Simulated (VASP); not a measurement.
# TiO2: single point with PBE

TiO2:

```
Ti O
1.0
     9.18283    0.00000    0.00000
     0.00000    9.18283    0.00000
     0.00000    0.00000    8.81661
Ti O
24 48
Direct
  0.00000 0.00000 0.00000
  0.00000 0.00000 0.33333
  0.00000 0.00000 0.66667
  0.00000 0.50000 0.00000
  0.00000 0.50000 0.33333
  0.00000 0.50000 0.66667
  0.50000 0.00000 0.00000
  0.50000 0.00000 0.33333
  0.50000 0.00000 0.66667
  0.50000 0.50000 0.00000
  0.50000 0.50000 0.33333
  0.50000 0.50000 0.66667
  0.25000 0.25000 0.16667
  0.25000 0.25000 0.50000
  0.25000 0.25000 0.83333
  0.25000 0.75000 0.16667
  0.25000 0.75000 0.50000
  0.25000 0.75000 0.83333
  0.75000 0.25000 0.16667
  0.75000 0.25000 0.50000
  0.75000 0.25000 0.83333
  0.75000 0.75000 0.16667
  0.75000 0.75000 0.50000
  0.75000 0.75000 0.83333
  0.15223 0.15223 0.00000
  0.15223 0.15223 0.33333
  0.15223 0.15223 0.66667
  0.15223 0.65223 0.00000
  0.15223 0.65223 0.33333
  0.15223 0.65223 0.66667
  0.65223 0.15223 0.00000
  0.65223 0.15223 0.33333
  0.65223 0.15223 0.66667
  0.65223 0.65223 0.00000
  0.65223 0.65223 0.33333
  0.65223 0.65223 0.66667
  0.34777 0.34777 0.00000
  0.34777 0.34777 0.33333
  0.34777 0.34777 0.66667
  0.34777 0.84777 0.00000
  0.34777 0.84777 0.33333
  0.34777 0.84777 0.66667
  0.84777 0.34777 0.00000
  0.84777 0.34777 0.33333
  0.84777 0.34777 0.66667
  0.84777 0.84777 0.00000
  0.84777 0.84777 0.33333
  0.84777 0.84777 0.66667
  0.09777 0.40223 0.16667
  0.09777 0.40223 0.50000
  0.09777 0.40223 0.83333
  0.09777 0.90223 0.16667
  0.09777 0.90223 0.50000
  0.09777 0.90223 0.83333
  0.59777 0.40223 0.16667
  0.59777 0.40223 0.50000
  0.59777 0.40223 0.83333
  0.59777 0.90223 0.16667
  0.59777 0.90223 0.50000
  0.59777 0.90223 0.83333
  0.40223 0.09777 0.16667
  0.40223 0.09777 0.50000
  0.40223 0.09777 0.83333
  0.40223 0.59777 0.16667
  0.40223 0.59777 0.50000
  0.40223 0.59777 0.83333
  0.90223 0.09777 0.16667
  0.90223 0.09777 0.50000
  0.90223 0.09777 0.83333
  0.90223 0.59777 0.16667
  0.90223 0.59777 0.50000
  0.90223 0.59777 0.83333
```

```
Program                : VASP 6.6.1
Task                   : single point
Functional             : PBE
Potentials or basis    : VASP PAW PBE potentials, release 64 (Ti_sv, O)
Cutoff                 : 700 eV
k mesh                 : 1 × 1 × 1, shifted
Occupations            : fermi-dirac, width 0.05 eV
Spin                   : no spin polarisation
Dipole correction      : no
Further INCAR settings : LREAL = Auto; ALGO = Normal; EDIFF = 1e-06; NBANDS = 330; ISYM = -1
```

The pressure is 7.6 GPa, the largest force is 0.101 eV/Å and the band gap on the k mesh is 2.18 eV.

Forces on the atoms (eV/Å):
```
Ti   0.000  0.000  0.000
Ti   0.000  0.000 -0.006
Ti   0.000  0.000  0.006
Ti   0.000  0.000  0.000
Ti   0.000  0.000 -0.006
Ti   0.000  0.000  0.006
Ti   0.000  0.000  0.000
Ti   0.000  0.000 -0.006
Ti   0.000  0.000  0.006
Ti   0.000  0.000  0.000
Ti   0.000  0.000 -0.006
Ti   0.000  0.000  0.006
Ti   0.000  0.000  0.006
Ti   0.000  0.000  0.000
Ti   0.000  0.000 -0.006
Ti   0.000  0.000  0.006
Ti   0.000  0.000  0.000
Ti   0.000  0.000 -0.006
Ti   0.000  0.000  0.006
Ti   0.000  0.000  0.000
Ti   0.000  0.000 -0.006
Ti   0.000  0.000  0.006
Ti   0.000  0.000  0.000
Ti   0.000  0.000 -0.006
O   -0.060 -0.060 -0.003
O   -0.062 -0.062 -0.003
O   -0.062 -0.062 -0.003
O   -0.060 -0.060 -0.003
O   -0.062 -0.062 -0.003
O   -0.062 -0.062 -0.003
O   -0.060 -0.060 -0.003
O   -0.062 -0.062 -0.003
O   -0.062 -0.062 -0.003
O   -0.060 -0.060 -0.003
O   -0.062 -0.062 -0.003
O   -0.062 -0.062 -0.003
O    0.060  0.060  0.003
O    0.062  0.062  0.003
O    0.062  0.062  0.003
O    0.060  0.060  0.003
O    0.062  0.062  0.003
O    0.062  0.062  0.003
O    0.060  0.060  0.003
O    0.062  0.062  0.003
O    0.062  0.062  0.003
O    0.060  0.060  0.003
O    0.062  0.062  0.003
O    0.062  0.062  0.003
O    0.072 -0.072  0.000
O    0.069 -0.069  0.000
O    0.072 -0.072  0.000
O    0.072 -0.072  0.000
O    0.069 -0.069  0.000
O    0.072 -0.072  0.000
O    0.072 -0.072  0.000
O    0.069 -0.069  0.000
O    0.072 -0.072  0.000
O    0.072 -0.072  0.000
O    0.069 -0.069  0.000
O    0.072 -0.072  0.000
O   -0.072  0.072  0.000
O   -0.069  0.069  0.000
O   -0.072  0.072  0.000
O   -0.072  0.072  0.000
O   -0.069  0.069  0.000
O   -0.072  0.072  0.000
O   -0.072  0.072  0.000
O   -0.069  0.069  0.000
O   -0.072  0.072  0.000
O   -0.072  0.072  0.000
O   -0.069  0.069  0.000
O   -0.072  0.072  0.000
```

Stress tensor (GPa, compression positive):
```
 7.06 -0.23  0.18
-0.23  7.06  0.18
 0.18  0.18  8.56
```

Levels at points of the mesh, in eV from the valence-band top:
| k point | band 284 | band 285 | band 286 | band 287 | band 288 | band 289 | band 290 | band 291 | band 292 | band 293 |
| --- | --- | --- | --- | --- | --- | --- | --- | --- | --- | --- |
| (0.25, 0.25, 0.25) | -0.55 | -0.40 | -0.40 | -0.31 | 0.00 | 2.18 | 2.18 | 2.23 | 2.27 | 2.36 |

Wall time 16 min on 1 thread of Intel(R) Xeon(R) Platinum 8488C (Sapphire Rapids) (shared host), peak memory 1.1 GiB.

Caveat: the cell stands under pressure; a shifted mesh leaves out Γ, where band edges can lie. A k mesh can miss the band edges.
